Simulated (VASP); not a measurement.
# NaCl (Pm-3m) in VASP: single point with PBE

Aim: the single point of NaCl with PBE.

All numbers are computed with VASP 6.6.1; they aren't measurements. Logs are shortened: lines on timing, memory, paths and dates and some standing lists are left out, and cuts for length are marked.

### Step 1. The cell of the first run

The structure is cubic, space group Pm-3m (No. 221). The conventional cell has a = 2.860 Å, b = 2.860 Å, c = 2.860 Å, α = 90.00°, β = 90.00°, γ = 90.00°. Within 3.3 Å of Na (site symmetry m-3m) lie 8 Cl at 2.48 Å and 6 Na at 2.86 Å. Within 3.3 Å of Cl (site symmetry m-3m) lie 8 Na at 2.48 Å and 6 Cl at 2.86 Å.

### Step 2. Single point, PBE

INCAR

```
SYSTEM = NaCl
PREC     = Accurate       ! precision mode
ENCUT    = 520            ! plane-wave cutoff, eV
EDIFF    = 1E-6           ! SCF threshold, eV
ISMEAR   = 0              ! smearing method
SIGMA    = 0.01           ! smearing width, eV
LREAL    = .False.        ! projectors in reciprocal space
LASPH    = .True.         ! aspherical terms in the spheres
NELM     = 100            ! most SCF steps
ALGO     = Normal         ! electronic algorithm
ISIF     = 2              ! what is computed and relaxed
LWAVE    = .False.        ! write WAVECAR
LCHARG   = .False.        ! write CHGCAR
GGA      = PE             ! functional
NBANDS   = 14             ! bands
```

KPOINTS

```
Automatic mesh
0
Gamma
  6 6 6
  0 0 0
```

POSCAR

```
NaCl
1.0
    2.8600000000      0.0000000000      0.0000000000
    0.0000000000      2.8600000000      0.0000000000
    0.0000000000      0.0000000000      2.8600000000
Na Cl
1 1
Direct
    0.0000000000      0.0000000000      0.0000000000
    0.5000000000      0.5000000000      0.5000000000
```

Potentials or basis: VASP PAW PBE potentials, release 64 (Na_pv, Cl).

Run with:

```console
> cat potpaw_PBE.64/Na_pv/POTCAR potpaw_PBE.64/Cl/POTCAR > POTCAR
> mpirun -np 1 vasp_std > vasp.out
```

OUTCAR:

```text
SYSTEM = NaCl
   PREC = Accurate
   ENCUT = 520
   EDIFF = 1E-6
   ISMEAR = 0
   LREAL = .False.
   LASPH = .True.
   NELM = 100
   ISIF = 2
   GGA = PE

 ion  position               nearest neighbor table
   1  0.000  0.000  0.000-   2 2.48   2 2.48   2 2.48   2 2.48   2 2.48   2 2.48   2 2.48   2 2.48

   2  0.500  0.500  0.500-   1 2.48   1 2.48   1 2.48   1 2.48   1 2.48   1 2.48   1 2.48   1 2.48

  LATTYP: Found a simple cubic cell.
 ALAT       =     2.8600000000

  Lattice vectors:

 A1 = (   2.8600000000,   0.0000000000,   0.0000000000)
 A2 = (   0.0000000000,   2.8600000000,   0.0000000000)
 A3 = (   0.0000000000,   0.0000000000,   2.8600000000)

Analysis of symmetry for initial positions (statically):
=====================================================================
 Subroutine PRICEL returns:
 Original cell was already a primitive cell.

 Routine SETGRP: Setting up the symmetry group for a
 simple cubic supercell.

 Subroutine GETGRP returns: Found 48 space group operations
 (whereof 48 operations were pure point group operations)
 out of a pool of 48 trial point group operations.

The static configuration has the point symmetry O_h .

Analysis of symmetry for dynamics (positions and initial velocities):
=====================================================================
 Subroutine PRICEL returns:
 Original cell was already a primitive cell.

 Routine SETGRP: Setting up the symmetry group for a
 simple cubic supercell.

 Subroutine GETGRP returns: Found 48 space group operations
 (whereof 48 operations were pure point group operations)
 out of a pool of 48 trial point group operations.

The dynamic configuration has the point symmetry O_h .

 Subroutine INISYM returns: Found 48 space group operations
 (whereof 48 operations are pure point group operations),
 and found     1 'primitive' translations

----------------------------------------------------------------------------------------

                                     Primitive cell

  volume of cell :      23.3937

  direct lattice vectors                    reciprocal lattice vectors
     2.860000000  0.000000000  0.000000000     0.349650350  0.000000000  0.000000000
     0.000000000  2.860000000  0.000000000     0.000000000  0.349650350  0.000000000
     0.000000000  0.000000000  2.860000000     0.000000000  0.000000000  0.349650350

  length of vectors
     2.860000000  2.860000000  2.860000000     0.349650350  0.349650350  0.349650350

  position of ions in fractional coordinates (direct lattice)
     0.000000000  0.000000000  0.000000000
     0.500000000  0.500000000  0.500000000

  ion indices of the primitive-cell ions
   primitive index   ion index
                 1           1
                 2           2

----------------------------------------------------------------------------------------

 KPOINTS: Automatic mesh

Automatic generation of k-mesh.
 Grid dimensions read from file:
 generate k-points for:    6    6    6

 Generating k-lattice:

  Cartesian coordinates                     Fractional coordinates (reciprocal lattice)
     0.058275058  0.000000000  0.000000000     0.166666667  0.000000000  0.000000000
     0.000000000  0.058275058  0.000000000     0.000000000  0.166666667  0.000000000
     0.000000000  0.000000000  0.058275058     0.000000000  0.000000000  0.166666667

  Length of vectors
     0.058275058  0.058275058  0.058275058

  Shift w.r.t. Gamma in fractional coordinates (k-lattice)
     0.000000000  0.000000000  0.000000000

 Subroutine IBZKPT returns following result:
 ===========================================

 Found     20 irreducible k-points:

 Following reciprocal coordinates:
            Coordinates               Weight
  0.000000  0.000000  0.000000      1.000000
  0.166667  0.000000  0.000000      6.000000
  0.333333  0.000000  0.000000      6.000000
  0.500000  0.000000  0.000000      3.000000
  0.166667  0.166667  0.000000     12.000000
  0.333333  0.166667  0.000000     24.000000
[... 12 lines left out ...]
  0.500000  0.500000  0.333333      6.000000
  0.500000  0.500000  0.500000      1.000000
   k-points           NKPTS =     20   k-points in BZ     NKDIM =     20   number of bands    NBANDS=     14
   number of dos      NEDOS =    301   number of ions     NIONS =      2
   total plane-waves  NPLWV =  13824
   dimension x,y,z NGX =    24 NGY =   24 NGZ =   24
   dimension x,y,z NGXF=    48 NGYF=   48 NGZF=   48
   ions per type =               1   1
   NGX,Y,Z   is equivalent  to a cutoff of  13.95, 13.95, 13.95 a.u.
   NGXF,Y,Z  is equivalent  to a cutoff of  27.90, 27.90, 27.90 a.u.
 SYSTEM =  NaCl
   PREC   = accura    normal or accurate (medium, high low for compatibility)
   ISTART =      0    job   : 0-new  1-cont  2-samecut
   ICHARG =      2    charge: 1-file 2-atom 10-const
   ISPIN  =      1    spin polarized calculation?
   LNONCOLLINEAR =      F non collinear calculations
   LSORBIT =      F    spin-orbit coupling
   LASPH  =      T    aspherical Exc in radial PAW
   ENCUT  =  520.0 eV  38.22 Ry    6.18 a.u.   5.32  5.32  5.32*2*pi/ulx,y,z
   NELM   =    100;   NELMIN=  2; NELMDL= -5     # of ELM steps
   EDIFF  = 0.1E-05   stopping-criterion for ELM
   LREAL  =      F    real-space projection
   EDIFFG = 0.1E-04   stopping-criterion for IOM
   NSW    =      0    number of steps for IOM
   IBRION =     -1    ionic relax: 0-MD 1-quasi-New 2-CG
   NFREE  =      0    steps in history (QN), initial steepest desc. (CG)
   ISIF   =      2    stress and relaxation
   ISYM   =      2    0-nonsym 1-usesym 2-fastsym
   POTIM  = 0.5000    time-step for ionic-motion
   TEBEG  =    0.0;   TEEND  =   0.0 temperature during run
   PSTRESS=    0.0 pullay stress
   NELECT =      14.0000    total number of electrons
   NUPDOWN=      -1.0000    fix difference up-down
   EMIN   =  10.00;   EMAX   =-10.00  energy-range for DOS
   EFERMI =   0.00;   METHOD = LEGACY
   ISMEAR =     0;   SIGMA  =   0.01  broadening in eV -4-tet -1-fermi 0-gaus
   EFERMI_NEDOS =   21; number of points for ismear=-14 and -15
   IALGO  =     38    algorithm
   IMIX   =      4    mixing-type and parameters
     AMIX     =   0.40;   BMIX     =  1.00
     AMIX_MAG =   1.60;   BMIX_MAG =  1.00
  volume/ion in A,a.u.               =      11.70        78.93
  Fermi-wavevector in a.u.,A,eV,Ry     =   1.379595  2.607056 25.895713  1.903281
  Thomas-Fermi vector in A             =   2.504550
   LORBIT       =      0    0 simple, 1 ext, 2 COOP (PROOUT), +10 PAW based schemes
   GGA     = PE    functional components
   LHFCALC =     F    Hartree Fock is set to
   AEXX    =    0.0000 exact exchange contribution
   IVDW    =     0    specifies the selected vdW correction
   LEPSILON=     F    determine dielectric tensor
   LRPA    =     F    only Hartree local field effects (RPA)
 non-spin polarized calculation
 Gauss-broadening in eV      SIGMA  =   0.01
  energy-cutoff  :      520.00
  volume of cell :       23.39
 maximum number of plane-waves:       648
 NGX is ok and might be reduce to    24
   NGX = 11   NGY = 11   NGZ = 11

 number of electron      13.9999997 magnetization

 Free energy of the ion-electron system (eV)
  ---------------------------------------------------
  ext. energy  EPLUGINS =         0.00000000
  ---------------------------------------------------
  free energy    TOTEN  =        -4.19613908 eV

  energy without entropy =       -4.19613908  energy(sigma->0) =       -4.19613908

 E-fermi :   6.9661     XC(G=0): -11.3697

 val. band max:        6.8095451490   @ k =   0.5000   0.5000   0.0000
 cond. band min:      11.2238584523   @ k =   0.5000   0.5000   0.0000
 fundamental gap:      4.4143133033
 Fermi energy:         6.9660937989

 k-point     1 :       0.0000    0.0000    0.0000
  band No.  band energies     occupation
      1     -15.8957      2.00000
      2     -15.8957      2.00000
      3     -15.8957      2.00000
      4     -10.1659      2.00000
      5       5.5511      2.00000
      6       5.5511      2.00000
      7       5.5511      2.00000
      8      13.4877      0.00000
      9      13.4877      0.00000
     10      14.2515      0.00000
     11      24.6391      0.00000
     12      24.6391      0.00000
     13      24.6391      0.00000
     14      29.3427      0.00000

 k-point     2 :       0.1667    0.0000    0.0000
  band No.  band energies     occupation
      1     -16.0119      2.00000
      2     -15.8867      2.00000
      3     -15.8867      2.00000
      4      -9.8094      2.00000
      5       3.7036      2.00000
      6       5.6612      2.00000
      7       5.6612      2.00000
      8      13.9214      0.00000
      9      14.3506      0.00000
     10      16.3271      0.00000
     11      22.7318      0.00000
     12      22.7318      0.00000
     13      24.9436      0.00000
     14      26.7596      0.00000

 k-point     3 :       0.3333    0.0000    0.0000
  band No.  band energies     occupation
      1     -16.2269      2.00000
      2     -15.8686      2.00000
      3     -15.8686      2.00000
      4      -8.9996      2.00000
      5       1.0720      2.00000
      6       5.8976      2.00000
      7       5.8976      2.00000
      8      15.1040      0.00000
      9      15.4188      0.00000
     10      19.9663      0.00000
     11      20.4443      0.00000
     12      20.4443      0.00000
     13      22.7218      0.00000
     14      25.6748      0.00000
[... 256 lines left out ...]
 k-point    19 :       0.5000    0.5000    0.3333
  band No.  band energies     occupation
      1     -16.0960      2.00000
      2     -16.0960      2.00000
      3     -16.0167      2.00000
      4      -6.9170      2.00000
      5       1.8744      2.00000
      6       1.8744      2.00000
      7       3.0532      2.00000
      8      12.5872      0.00000
      9      14.1343      0.00000
     10      14.1343      0.00000
     11      24.8714      0.00000
     12      25.1644      0.00000
     13      29.0873      0.00000
     14      29.0873      0.00000

 k-point    20 :       0.5000    0.5000    0.5000
  band No.  band energies     occupation
      1     -16.0775      2.00000
      2     -16.0775      2.00000
      3     -16.0775      2.00000
      4      -6.5560      2.00000
      5       2.0326      2.00000
      6       2.0326      2.00000
      7       2.0326      2.00000
      8      13.1488      0.00000
      9      13.1488      0.00000
     10      13.1488      0.00000
     11      23.9122      0.00000
     12      30.0983      0.00000
     13      30.0993      0.00000
     14      30.1742      0.00000

------------------------ aborting loop because EDIFF is reached ----------------------------------------

  FORCE on cell =-STRESS in cart. coord.  units (eV):
  Direction    XX          YY          ZZ          XY          YZ          ZX
  --------------------------------------------------------------------------------------
  -------------------------------------------------------------------------------------
  Total        9.5261154      9.5261154      9.5261154     -0.0000000     -0.0000000     -0.0000000
  in kB      652.4215851    652.4215851    652.4215851     -0.0000000     -0.0000000     -0.0000000
  external PRESSURE =     652.4215851 kB  Pullay stress =       0.0000000 kB

 VOLUME and BASIS-vectors are now :
 -----------------------------------------------------------------------------
  energy-cutoff  :      520.00
  volume of cell :       23.39
      direct lattice vectors                 reciprocal lattice vectors
     2.860000000  0.000000000  0.000000000     0.349650350  0.000000000  0.000000000
     0.000000000  2.860000000  0.000000000     0.000000000  0.349650350  0.000000000
     0.000000000  0.000000000  2.860000000     0.000000000  0.000000000  0.349650350

 POSITION                                       TOTAL-FORCE (eV/Angst)
 -----------------------------------------------------------------------------------
      0.00000      0.00000      0.00000         0.000000      0.000000      0.000000
      1.43000      1.43000      1.43000         0.000000      0.000000      0.000000
 -----------------------------------------------------------------------------------
    total drift:                                0.000000     -0.000000     -0.000000

  FREE ENERGIE OF THE ION-ELECTRON SYSTEM (eV)
  ---------------------------------------------------
  free  energy   TOTEN  =        -4.1961390797 eV

  energy  without entropy=       -4.1961390797  energy(sigma->0) =       -4.19613908
```

Wall time 4.5 s (1 thread of Intel Xeon Platinum 8259CL at 2.50GHz (Skylake/Cascade Lake), shared host); peak memory 0.13 GiB.

Results:

```yaml
Free_energy: -4.1961 eV
Pressure: 65.2 GPa
Band_gap_on_the_k_mesh: 4.41 eV, direct
```

A k mesh can miss the band edges.
